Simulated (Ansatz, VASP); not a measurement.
# Two plane-wave programs on Sb

```xyz
2
Lattice="2.1771 1.2569 3.8299 -2.1771 1.2569 3.8299 0.0000 -2.5139 3.8299" Properties=species:S:1:pos:R:3 pbc="T T T"
Sb    0.0000    0.0000    3.0822
Sb    0.0000    0.0000    8.4075
```

Alike in both runs: task relaxation of cell and atoms; functional PBEsol; k mesh 12 × 12 × 12; occupations gaussian, width 0.1 eV; no spin polarisation.

|  | VASP | Ansatz |
| --- | --- | --- |
| version | VASP 6.6.1 | Ansatz 0.2.0 |
| potentials or method | VASP PAW PBE potentials, release 64 (Sb), cutoff 600 eV | scalar-relativistic, plane waves, PAW |
| valence electrons in the cell | 10 | 30 |

```tsv
	VASP	Ansatz	Ansatz less VASP
gap on the k mesh at the Fermi level, each at its own relaxed structure (eV)	none	none	-
relaxed volume (Å³/atom)	29.83	29.82	-0.009
relaxed length of the cell vector where the two differ most in proportion (Å)	4.449	4.453	+0.0034
```

VASP's potentials were made for PBE, not for PBEsol. A gap of «none» marks a metal or a gap that the smearing closes. VASP's potentials hold 10 valence electrons a cell and Ansatz's 30, so a difference there can come from the potentials and not from the codes.

Neither program's run includes spin-orbit coupling.
